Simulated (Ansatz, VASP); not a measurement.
# Two plane-wave programs on Sc

Contents of INCAR:

```
SYSTEM = Sc
PREC = Accurate
ENCUT = 600
EDIFF = 1E-6
ISMEAR = 0
SIGMA = 0.1
LREAL = .FALSE.
LASPH = .TRUE.
NELM = 60
ALGO = Fast
ISIF = 3
LWAVE = .FALSE.
LCHARG = .FALSE.
IBRION = 2
NSW = 100
EDIFFG = -0.002
```

Contents of KPOINTS:

```
Automatic mesh
0
G
  12 12 8
  0 0 0
```

File POSCAR:

```
Sc
1.0
    3.2295825148      0.0000000028      0.0000000000
   -1.6147912599      2.7969005000      0.0000000000
    0.0000000000      0.0000000000      4.9862302243
Sc
2
Direct
    0.3333333333      0.6666666667      0.2500000000
    0.6666666667      0.3333333333      0.7500000000
```

Input for Ansatz:

```yaml
crystal:
  lattice:
    - [3.2295825148, 2.8e-09, 0.0]
    - [-1.6147912599, 2.7969005, 0.0]
    - [0.0, 0.0, 4.9862302243]
  atoms:
    - { symbol: Sc, position: [0.3333333333, 0.6666666667, 0.25] }
    - { symbol: Sc, position: [0.6666666667, 0.3333333333, 0.75] }
basis:
  ecutwfc: 420
kpoints:
  mp_grid: { grid: [12, 12, 8] }
hamiltonian:
  xc: lda
  pseudopotentials: { kind: paw, azcp: { folder: soft_1 } }
scf:
  occupations: { method: gaussian, width: 0.1 }
output:
  forces: true
  stress: true
  eigenvalues: true
relax:
  adjacent_minimum: "off"
  f_tol: 0.002
  max_steps: 80
  cell: { stress_tol: 0.02 }
```

Alike in both runs: task relaxation of cell and atoms; functional LDA; k mesh 12 × 12 × 8; occupations gaussian, width 0.1 eV; no spin polarisation.

```csv
,VASP,Ansatz
version,VASP 6.6.1,Ansatz 0.2.0
potentials or method,"VASP PAW LDA potentials, release 64 (Sc_sv), cutoff 600 eV","scalar-relativistic, plane waves, PAW"
valence electrons in the cell,22,22
```

VASP gave:

| Item | Value |
| --- | --- |
| gap on the k mesh at the Fermi level, each at its own relaxed structure (eV) | none |
| relaxed volume (Å³/atom) | 22.57 |
| relaxed cell length with the largest relative difference (Å) | 4.990 |

Question: Estimate Ansatz's values.

Answer: gap on the k mesh at the Fermi level, each at its own relaxed structure (eV): none; relaxed volume (Å³/atom): 22.52; relaxed cell length with the largest relative difference (Å): 4.986.

Ansatz warns that its potentials were made for another functional, while VASP's fit it. LDA's correlation is that of Perdew and Zunger in VASP and of Perdew and Wang (1992) in Ansatz. A gap of «none» marks a metal or a gap that the smearing closes.
